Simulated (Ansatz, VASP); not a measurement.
Two plane-wave programs on GaC4

Contents of INCAR:

```
  PREC = Accurate
  ENCUT = 600
  EDIFF = 1E-6
  ISMEAR = 0
  SIGMA = 0.1
  LREAL = False
  LASPH = True
  NELM = 100
  ALGO = Normal
  ISIF = 3
  LWAVE = False
  LCHARG = False
  GGA = PE
  IBRION = 2
  NSW = 100
  EDIFFG = -0.01
```

The input KPOINTS:

```
Automatic mesh
0
Gamma
  12 12 12
```

POSCAR

```
GaC4
1.0
   -2.3553598305      2.3553598305      2.3553598305
    2.3553598305     -2.3553598305      2.3553598305
    2.3553598305      2.3553598305     -2.3553598305
Ga C
1 4
Direct
    0.0000000000      0.0000000000      0.0000000000
    0.5000000000      0.5000000000      0.5000000000
    0.5000000000      0.0000000000      0.0000000000
    0.0000000000      0.0000000000      0.5000000000
    0.0000000000      0.5000000000      0.0000000000
```

Input for Ansatz:

```yaml
crystal:
  lattice:
    - [-2.3553598305, 2.3553598305, 2.3553598305]
    - [2.3553598305, -2.3553598305, 2.3553598305]
    - [2.3553598305, 2.3553598305, -2.3553598305]
  atoms:
    - { symbol: Ga, position: [0.0, 0.0, 0.0] }
    - { symbol: C, position: [0.5, 0.5, 0.5] }
    - { symbol: C, position: [0.5, 0.0, 0.0] }
    - { symbol: C, position: [0.0, 0.0, 0.5] }
    - { symbol: C, position: [0.0, 0.5, 0.0] }
basis:
  ecutwfc: 420
kpoints:
  mp_grid: { grid: [12, 12, 12] }
hamiltonian:
  xc: pbe
scf:
  occupations: { method: gaussian, width: 0.1 }
output:
  forces: true
  stress: true
  eigenvalues: true
  write_density: true
  write_potential: true
  elf: true
  volumetric_format: npy
relax:
  adjacent_minimum: "off"
  f_tol: 0.01
  max_steps: 80
  cell: { stress_tol: 0.05 }
```

Change from the starting cell: species swapped into the Hg4Pt type (Im-3m, No. 229).

Alike in both runs: task relaxation of cell and atoms; functional PBE; k mesh 12 × 12 × 12; occupations gaussian, width 0.1 eV; no spin polarisation.

```csv
,VASP,Ansatz
version,VASP 6.6.1,Ansatz 0.2.0
potentials or method,"VASP PAW PBE potentials, release 64 (Ga_d, C), cutoff 600 eV","scalar-relativistic, plane waves, PAW"
valence electrons in the cell,29,29
```

```csv
,VASP,Ansatz,Ansatz less VASP
"gap on the k mesh at the Fermi level, each at its own relaxed structure (eV)",none,none,-
relaxed volume (Å³/atom),10.50,10.50,-0.004
relaxed length of the cell vector where the two differ most in proportion (Å),4.086,4.085,-0.0005
```

A gap of «none» marks a metal or a gap that the smearing closes.
